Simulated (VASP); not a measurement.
# ZrTa3N4 (P-6m2) in VASP: notebook

ZrTa3N4 is run at these levels: PBE; tasks: single point.

Program: VASP 6.6.1. These are calculated values, not measurements. Logs are shortened: lines on timing, memory, paths and dates and some standing lists are left out, and cuts for length are marked.

## Step 1: The cell of the first run

Symmetry: P-6m2, No. 187, hexagonal system. Conventional cell: a = 5.988 Å, b = 5.988 Å, c = 2.901 Å, α = 90.00°, β = 90.00°, γ = 120.00°. Within 3.0 Å of Zr (site symmetry -6m2) lie 6 N at 2.30 Å and 2 Zr at 2.90 Å and 6 Ta at 2.99 Å. Within 2.9 Å of Ta (site symmetry mm2) lie 6 N at 2.23 to 2.27 Å. N (site symmetry mm2) has 4 Ta at 2.23 Å and 2 Zr at 2.30 Å and 2 N at 2.89 Å within 2.9 Å. Within 3.0 Å of N (site symmetry -6m2) lie 6 Ta at 2.27 Å and 8 N at 2.90 to 2.99 Å.

## Step 2: Single point, PBE

Contents of INCAR:

```
  PREC = Accurate
  ENCUT = 520
  EDIFF = 1E-6
  ISMEAR = 0
  SIGMA = 0.1
  LREAL = False
  LASPH = True
  NELM = 100
  ALGO = Normal
  ISIF = 2
  LWAVE = False
  LCHARG = True
  GGA = PE
  LELF = True
  LVHAR = True
  NBANDS = 42
```

Contents of KPOINTS:

```
regular mesh
0
Gamma
  6 6 10
```

Contents of POSCAR:

```
ZrTa3N4
1.0
    5.9884641175      0.0000000000      0.0000000000
   -2.9942320588      5.1861620554      0.0000000000
    0.0000000000      0.0000000000      2.9007229632
Zr Ta N
1 3 4
Direct
    0.0000000000      0.0000000000      0.0000000000
    0.4985272085      0.9970544169      0.0000000000
    0.0029455831      0.5014727915      0.0000000000
    0.4985272085      0.5014727915      0.0000000000
    0.1726594367      0.8273405633      0.5000000000
    0.6546811265      0.8273405633      0.5000000000
    0.6666666667      0.3333333333      0.5000000000
    0.1726594367      0.3453188735      0.5000000000
```

Potentials or basis: VASP PAW PBE potentials, release 64 (Zr_sv, Ta_pv, N).

Launch:

```console
$ cat potpaw_PBE.64/Zr_sv/POTCAR potpaw_PBE.64/Ta_pv/POTCAR potpaw_PBE.64/N/POTCAR > POTCAR
$ mpirun -np 1 vasp_std > vasp.out
```

OUTCAR:

```text
PREC = Accurate
   ENCUT = 520
   EDIFF = 1E-6
   ISMEAR = 0
   LREAL = False
   LASPH = True
   NELM = 100
   ISIF = 2
   GGA = PE

 ion  position               nearest neighbor table
   1  0.000  0.000  0.000-   5 2.30   5 2.30   6 2.30   6 2.30   8 2.30   8 2.30   2 2.99   3 2.99
                             4 2.99   4 2.99   2 2.99   3 2.99
   2  0.499  0.997  0.000-   6 2.23   6 2.23   5 2.23   5 2.23   7 2.27   7 2.27   3 2.97   4 2.97
                             1 2.99   1 2.99   3 3.02   4 3.02
   3  0.003  0.501  0.000-   8 2.23   8 2.23   5 2.23   5 2.23   7 2.27   7 2.27   2 2.97   4 2.97
                             1 2.99   1 2.99   2 3.02   4 3.02
   4  0.499  0.501  0.000-   8 2.23   8 2.23   6 2.23   6 2.23   7 2.27   7 2.27   3 2.97   2 2.97
                             1 2.99   1 2.99   3 3.02   2 3.02
   5  0.173  0.827  0.500-   2 2.23   2 2.23   3 2.23   3 2.23   1 2.30   1 2.30
   6  0.655  0.827  0.500-   2 2.23   2 2.23   4 2.23   4 2.23   1 2.30   1 2.30
   7  0.667  0.333  0.500-   3 2.27   3 2.27   2 2.27   2 2.27   4 2.27   4 2.27
   8  0.173  0.345  0.500-   3 2.23   3 2.23   4 2.23   4 2.23   1 2.30   1 2.30

  LATTYP: Found a hexagonal cell.
 ALAT       =     5.9884641175
 C/A-ratio  =     0.4843851289

  Lattice vectors:

 A1 = (   5.9884641175,   0.0000000000,   0.0000000000)
 A2 = (  -2.9942320588,   5.1861620554,   0.0000000000)
 A3 = (   0.0000000000,   0.0000000000,   2.9007229632)

Analysis of symmetry for initial positions (statically):
=====================================================================
 Subroutine PRICEL returns:
 Original cell was already a primitive cell.

 Routine SETGRP: Setting up the symmetry group for a
 hexagonal supercell.

 Subroutine GETGRP returns: Found 12 space group operations
 (whereof 12 operations were pure point group operations)
 out of a pool of 24 trial point group operations.

The static configuration has the point symmetry D_3h.

Analysis of symmetry for dynamics (positions and initial velocities):
=====================================================================
 Subroutine PRICEL returns:
 Original cell was already a primitive cell.

 Routine SETGRP: Setting up the symmetry group for a
 hexagonal supercell.

 Subroutine GETGRP returns: Found 12 space group operations
 (whereof 12 operations were pure point group operations)
 out of a pool of 24 trial point group operations.

The dynamic configuration has the point symmetry D_3h.

 Subroutine INISYM returns: Found 12 space group operations
 (whereof 12 operations are pure point group operations),
 and found     1 'primitive' translations

----------------------------------------------------------------------------------------

                                     Primitive cell

  volume of cell :      90.0882

  direct lattice vectors                    reciprocal lattice vectors
     5.988464118  0.000000000  0.000000000     0.166987725  0.096410408  0.000000000
    -2.994232059  5.186162055  0.000000000     0.000000000  0.192820816  0.000000000
     0.000000000  0.000000000  2.900722963     0.000000000  0.000000000  0.344741643

  length of vectors
     5.988464118  5.988464118  2.900722963     0.192820816  0.192820816  0.344741643

  position of ions in fractional coordinates (direct lattice)
     0.000000000  0.000000000  0.000000000
     0.498527209  0.997054417  0.000000000
     0.002945583  0.501472791  0.000000000
     0.498527209  0.501472791  0.000000000
     0.172659437  0.827340563  0.500000000
     0.654681127  0.827340563  0.500000000
     0.666666667  0.333333333  0.500000000
     0.172659437  0.345318873  0.500000000

  ion indices of the primitive-cell ions
   primitive index   ion index
                 1           1
                 2           2
                 3           3
                 4           4
                 5           5
                 6           6
                 7           7
                 8           8

----------------------------------------------------------------------------------------

 KPOINTS: regular mesh

Automatic generation of k-mesh.
 Grid dimensions read from file:
 generate k-points for:    6    6   10

 Generating k-lattice:

  Cartesian coordinates                     Fractional coordinates (reciprocal lattice)
     0.027831288  0.016068401  0.000000000     0.166666667  0.000000000  0.000000000
     0.000000000  0.032136803  0.000000000     0.000000000  0.166666667  0.000000000
     0.000000000  0.000000000  0.034474164     0.000000000  0.000000000  0.100000000

  Length of vectors
     0.032136803  0.032136803  0.034474164

  Shift w.r.t. Gamma in fractional coordinates (k-lattice)
     0.000000000  0.000000000  0.000000000

 Subroutine IBZKPT returns following result:
 ===========================================

 Found     42 irreducible k-points:

 Following reciprocal coordinates:
            Coordinates               Weight
  0.000000  0.000000  0.000000      1.000000
  0.166667  0.000000  0.000000      6.000000
  0.333333  0.000000  0.000000      6.000000
  0.500000  0.000000  0.000000      3.000000
  0.166667  0.166667  0.000000      6.000000
  0.333333  0.166667  0.000000     12.000000
[... 16 lines left out ...]
  0.166667  0.000000  0.300000     12.000000
  0.333333  0.000000  0.300000     12.000000
 [... further k-points ...]
   k-points           NKPTS =     42   k-points in BZ     NKDIM =     42   number of bands    NBANDS=     42
   number of dos      NEDOS =    301   number of ions     NIONS =      8
   total plane-waves  NPLWV =  55296
   dimension x,y,z NGX =    48 NGY =   48 NGZ =   24
   dimension x,y,z NGXF=    96 NGYF=   96 NGZF=   48
   ions per type =               1   3   4
   NGX,Y,Z   is equivalent  to a cutoff of  13.33, 13.33, 13.75 a.u.
   NGXF,Y,Z  is equivalent  to a cutoff of  26.65, 26.65, 27.51 a.u.
 SYSTEM =  unknown system
   PREC   = accura    normal or accurate (medium, high low for compatibility)
   ISTART =      0    job   : 0-new  1-cont  2-samecut
   ICHARG =      2    charge: 1-file 2-atom 10-const
   ISPIN  =      1    spin polarized calculation?
   LNONCOLLINEAR =      F non collinear calculations
   LSORBIT =      F    spin-orbit coupling
   LASPH  =      T    aspherical Exc in radial PAW
   ENCUT  =  520.0 eV  38.22 Ry    6.18 a.u.  11.13 11.13  5.39*2*pi/ulx,y,z
   NELM   =    100;   NELMIN=  2; NELMDL= -5     # of ELM steps
   EDIFF  = 0.1E-05   stopping-criterion for ELM
   LREAL  =      F    real-space projection
   EDIFFG = 0.1E-04   stopping-criterion for IOM
   NSW    =      0    number of steps for IOM
   IBRION =     -1    ionic relax: 0-MD 1-quasi-New 2-CG
   NFREE  =      0    steps in history (QN), initial steepest desc. (CG)
   ISIF   =      2    stress and relaxation
   ISYM   =      2    0-nonsym 1-usesym 2-fastsym
   POTIM  = 0.5000    time-step for ionic-motion
   TEBEG  =    0.0;   TEEND  =   0.0 temperature during run
   PSTRESS=    0.0 pullay stress
   NELECT =      65.0000    total number of electrons
   NUPDOWN=      -1.0000    fix difference up-down
   EMIN   =  10.00;   EMAX   =-10.00  energy-range for DOS
   EFERMI =   0.00;   METHOD = LEGACY
   ISMEAR =     0;   SIGMA  =   0.10  broadening in eV -4-tet -1-fermi 0-gaus
   EFERMI_NEDOS =   21; number of points for ismear=-14 and -15
   IALGO  =     38    algorithm
   IMIX   =      4    mixing-type and parameters
     AMIX     =   0.40;   BMIX     =  1.00
     AMIX_MAG =   1.60;   BMIX_MAG =  1.00
  volume/ion in A,a.u.               =      11.26        75.99
  Fermi-wavevector in a.u.,A,eV,Ry     =   1.468329  2.774739 29.334022  2.155990
  Thomas-Fermi vector in A             =   2.583840
   LORBIT       =      0    0 simple, 1 ext, 2 COOP (PROOUT), +10 PAW based schemes
   GGA     = PE    functional components
   LHFCALC =     F    Hartree Fock is set to
   AEXX    =    0.0000 exact exchange contribution
   IVDW    =     0    specifies the selected vdW correction
   LEPSILON=     F    determine dielectric tensor
   LRPA    =     F    only Hartree local field effects (RPA)
 non-spin polarized calculation
 Gauss-broadening in eV      SIGMA  =   0.10
  energy-cutoff  :      520.00
  volume of cell :       90.09
 maximum number of plane-waves:      2451
 NGX is ok and might be reduce to    48

 number of electron      64.9999997 magnetization

 Free energy of the ion-electron system (eV)
  ---------------------------------------------------
  ext. energy  EPLUGINS =         0.00000000
  ---------------------------------------------------
  free energy    TOTEN  =       -86.69404366 eV

  energy without entropy =      -86.67972316  energy(sigma->0) =      -86.68688341

 E-fermi :   8.4483     XC(G=0): -13.0340

 val. band max:        8.4334327057   @ k =   0.3333   0.1667   0.3000
 cond. band min:       8.4519151197   @ k =   0.3333   0.0000   0.5000
 fundamental gap:      0.0184824140
 Fermi energy:         8.4483137842

 k-point     1 :       0.0000    0.0000    0.0000
  band No.  band energies     occupation
      1     -39.7552      2.00000
      2     -26.7305      2.00000
      3     -26.4909      2.00000
      4     -26.4909      2.00000
      5     -26.0720      2.00000
      6     -25.9619      2.00000
[... 34 lines left out ...]
     41      12.8258      0.00000
     42      12.9378      0.00000

 k-point     2 :       0.1667    0.0000    0.0000
  band No.  band energies     occupation
      1     -39.7555      2.00000
      2     -26.6931      2.00000
      3     -26.4794      2.00000
      4     -26.4630      2.00000
      5     -26.0922      2.00000
      6     -25.9963      2.00000
[... 34 lines left out ...]
     41      12.5730      0.00000
     42      12.6468      0.00000

 k-point     3 :       0.3333    0.0000    0.0000
  band No.  band energies     occupation
      1     -39.7560      2.00000
      2     -26.6117      2.00000
      3     -26.4309      2.00000
      4     -26.3884      2.00000
      5     -26.1566      2.00000
      6     -26.1276      2.00000
[... 897 lines left out ...]
      4     -26.3975      2.00000
      5     -26.3833      2.00000
      6     -26.3775      2.00000
[... 34 lines left out ...]
     41      13.3991      0.00000
     42      13.5479      0.00000

 k-point    24 :       0.3333    0.0000    0.3000
  band No.  band energies     occupation
      1     -39.6542      2.00000
      2     -26.5216      2.00000
      3     -26.4848      2.00000
      4     -26.4044      2.00000
      5     -26.3745      2.00000
      6     -26.3455      2.00000
[... 34 lines left out ...]
     41      13.0587      0.00000
     42      13.4103      0.00000

 [... further k-points ...]
[... 5 lines left out ...]
  --------------------------------------------------------------------------------------
  -------------------------------------------------------------------------------------
  Total        0.2915735      0.2915735      0.3858715     -0.0000000     -0.0000000      0.0000000
  in kB        5.1855027      5.1855027      6.8625491     -0.0000000     -0.0000000      0.0000000
  external PRESSURE =       5.7445182 kB  Pullay stress =       0.0000000 kB

 VOLUME and BASIS-vectors are now :
 -----------------------------------------------------------------------------
  energy-cutoff  :      520.00
  volume of cell :       90.09
      direct lattice vectors                 reciprocal lattice vectors
     5.988464118  0.000000000  0.000000000     0.166987725  0.096410408  0.000000000
    -2.994232059  5.186162055  0.000000000     0.000000000  0.192820816  0.000000000
     0.000000000  0.000000000  2.900722963     0.000000000  0.000000000  0.344741643

 POSITION                                       TOTAL-FORCE (eV/Angst)
 -----------------------------------------------------------------------------------
      0.00000      0.00000      0.00000         0.000000      0.000000     -0.000000
      0.00000      5.17089      0.00000        -0.000000      0.006156      0.000000
     -1.48389      2.60072      0.00000        -0.005332     -0.003078      0.000000
      1.48389      2.60072      0.00000         0.005332     -0.003078      0.000000
     -1.44328      4.29072      1.45036        -0.014974      0.008645      0.000000
      1.44328      4.29072      1.45036         0.014974      0.008645      0.000000
      2.99423      1.72872      1.45036         0.000000      0.000000     -0.000000
     -0.00000      1.79088      1.45036         0.000000     -0.017291     -0.000000
 -----------------------------------------------------------------------------------
    total drift:                                0.000000     -0.000000      0.000000

  FREE ENERGIE OF THE ION-ELECTRON SYSTEM (eV)
  ---------------------------------------------------
  free  energy   TOTEN  =       -86.6940436591 eV

  energy  without entropy=      -86.6797231606  energy(sigma->0) =      -86.68688341
```

It took 3.5 min on 1 thread of Intel Xeon Platinum 8259CL at 2.50GHz (Skylake/Cascade Lake), shared host; peak memory 0.31 GiB.

What came out:

```yaml
Free_energy: -86.6940 eV
Pressure: 0.6 GPa
Largest_force: 0.017 eV/Å
```

Forces on the atoms (eV/Å):
```
Zr   0.000  0.000  0.000
Ta   0.000  0.006  0.000
Ta  -0.005 -0.003  0.000
Ta   0.005 -0.003  0.000
N   -0.015  0.009  0.000
N    0.015  0.009  0.000
N    0.000  0.000  0.000
N    0.000 -0.017  0.000
```

Stress tensor (GPa, compression positive):
```
0.52 0.00 0.00
0.00 0.52 0.00
0.00 0.00 0.69
```

Caveat: spin-orbit coupling is left out, which moves the levels of the heavy elements.

## Step 3: Single point, PBE

This run uses another cell than the first one, of the same volume but with other edges.

Contents of INCAR:

```
SYSTEM = ZrTa3N4
PREC     = Accurate       ! precision mode
ENCUT    = 520            ! plane-wave cutoff, eV
EDIFF    = 1E-6           ! SCF threshold, eV
ISMEAR   = 0              ! smearing method
SIGMA    = 0.1            ! smearing width, eV
LREAL    = .FALSE.        ! projectors in reciprocal space
LASPH    = .TRUE.         ! aspherical terms in the spheres
NELM     = 60             ! most SCF steps
ALGO     = Normal         ! electronic algorithm
ISIF     = 2              ! what is computed and relaxed
LWAVE    = .FALSE.        ! write WAVECAR
LCHARG   = .TRUE.         ! write CHGCAR
GGA      = PE             ! functional
LELF     = .TRUE.         ! ELF
LVHAR    = .TRUE.       
NBANDS   = 42             ! bands
```

Contents of KPOINTS:

```
regular mesh
0
G
  12 12 4
  0 0 0
```

Contents of POSCAR:

```
ZrTa3N4
1.0
    2.9873676099      0.0000000000      0.0000000000
   -1.4936838050      2.5871362406      0.0000000000
    0.0000000000      0.0000000000     11.6370042716
Zr Ta N
1 3 4
Direct
    0.0000000000      0.0000000000      0.0000000000
    0.0000000000      0.0000000000      0.5000000000
    0.0000000000      0.0000000000      0.7481009691
    0.0000000000      0.0000000000      0.2518990309
    0.3333333333      0.6666666667      0.6231961211
    0.3333333333      0.6666666667      0.3768038789
    0.3333333333      0.6666666667      0.8661173632
    0.3333333333      0.6666666667      0.1338826368
```

Potentials or basis: VASP PAW PBE potentials, release 64 (Zr_sv, Ta_pv, N).

Launch:

```console
$ cat potpaw_PBE.64/Zr_sv/POTCAR potpaw_PBE.64/Ta_pv/POTCAR potpaw_PBE.64/N/POTCAR > POTCAR
$ mpirun -np 1 vasp_std > vasp.out
```

Run time: 4.7 min. Hardware: 1 thread of Intel Xeon Platinum 8259CL at 2.50GHz (Skylake/Cascade Lake), shared host; peak memory 0.34 GiB.

The run converged. Its results:

```
Free energy   : -86.8419 eV
Pressure      : 0.5 GPa
Largest force : 0.029 eV/Å
```

Forces on the atoms (eV/Å):
```
Zr   0.000  0.000  0.000
Ta   0.000  0.000  0.000
Ta   0.000  0.000 -0.007
Ta   0.000  0.000  0.007
N    0.000  0.000  0.001
N    0.000  0.000 -0.001
N    0.000  0.000  0.029
N    0.000  0.000 -0.029
```

Stress tensor (GPa, compression positive):
```
0.51 0.00 0.00
0.00 0.51 0.00
0.00 0.00 0.60
```

Levels at points of the mesh, in eV from the Fermi level:
```csv
k point,band 28,band 29,band 30,band 31,band 32,band 33,band 34,band 35,band 36,band 37
"(0.00, 0.00, 0.00)",-3.08,-3.08,-2.20,0.29,0.46,0.56,0.56,1.39,1.39,1.51
"(0.50, 0.00, 0.00)",-3.71,-2.66,-2.54,-0.83,-0.70,0.37,3.11,3.24,3.64,4.32
"(0.00, 0.00, 0.50)",-3.14,-3.14,-1.42,-1.19,0.61,0.61,0.86,0.86,2.18,2.22
"(0.50, 0.00, 0.50)",-3.02,-2.95,-2.07,-1.85,-0.14,0.29,3.65,3.67,3.87,3.99
```

Caveat: spin-orbit coupling is left out, which moves the levels of the heavy elements.
